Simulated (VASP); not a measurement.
Write the native input for VASP 6.6.1 that does the following.

```yaml
Task: single point
Functional: PBE
Potentials_or_basis: VASP PAW PBE potentials, release 64 (Pt, B)
Cutoff: 520 eV
k_mesh: 3 × 3 × 3
Occupations: fermi-dirac, width 1 eV
Spin: no spin polarisation
Dipole_correction: no
Further_INCAR_settings: LREAL = Auto; ALGO = Normal; EDIFF = 1e-07; NBANDS = 96
```

The structure of BPt16 (a cell with a defect) lies in POSCAR:

```
BPt16
1.0
   -4.0729267900      4.0729267900      4.0729267900
    4.0729267900     -4.0729267900      4.0729267900
    4.0729267900      4.0729267900     -4.0729267900
Pt B
16 1
Direct
   -0.0115091683     -0.0078642464     -0.0081409516
    0.0110059675      0.2669087995      0.7615780150
   -0.0189708787      0.5031715780      0.5028995378
    0.0109249447      0.7621859317      0.2669765640
    0.2469889718     -0.0019994221      0.7395704994
    0.2485172340      0.2583653118      0.5026040500
    0.2480678029      0.5029488880      0.2577571496
    0.2472580657      0.7399402580     -0.0022179382
    0.4981702605      0.0139170191      0.5027335637
    0.4612146490      0.2052646765      0.2048456903
    0.4981960405      0.5030019211      0.0134532249
    0.4938532175      0.7472288742      0.7469254069
    0.7519510313      0.0078937093      0.2434188119
    0.7517402492      0.2433860344      0.0075340171
    0.7594228081      0.5025625565      0.8029832522
    0.7586003037      0.8026560919      0.5021180359
    0.6569477278      0.5047811085      0.5049271951
```

One way to write it, as run:

INCAR

```
ALGO     = Normal         # electronic algorithm
EDIFF    = 1E-7           # SCF threshold, eV
ENCUT    = 520            # plane-wave cutoff, eV
GGA      = PE             # functional
ISIF     = 2              # what is computed and relaxed
ISMEAR   = -1             # smearing method
LASPH    = True           # aspherical terms in the spheres
LCHARG   = True           # write CHGCAR
LELF     = True           # ELF
LREAL    = Auto         
LVHAR    = True         
LWAVE    = False          # write WAVECAR
NBANDS   = 96             # bands
NELM     = 100            # most SCF steps
PREC     = Accurate       # precision mode
SIGMA    = 1.0            # smearing width, eV
```

KPOINTS

```
k-points
0
Gamma
  3 3 3
```

Potentials or basis: VASP PAW PBE potentials, release 64 (Pt, B).

The run is started by

```bash
$ cat potpaw_PBE.64/Pt/POTCAR potpaw_PBE.64/B/POTCAR > POTCAR
$ mpirun -np 1 vasp_std > vasp.out
```

Results of the run:

```yaml
Pressure: 7.7 GPa
Largest_force: 0.064 eV/Å
```

Caveat: the k points lie up to 0.36 Å⁻¹ apart.

It took 20 min on 1 thread of Intel(R) Xeon(R) Platinum 8375C CPU @ 2.90GHz (Ice Lake) (shared host), peak memory 0.52 GiB.
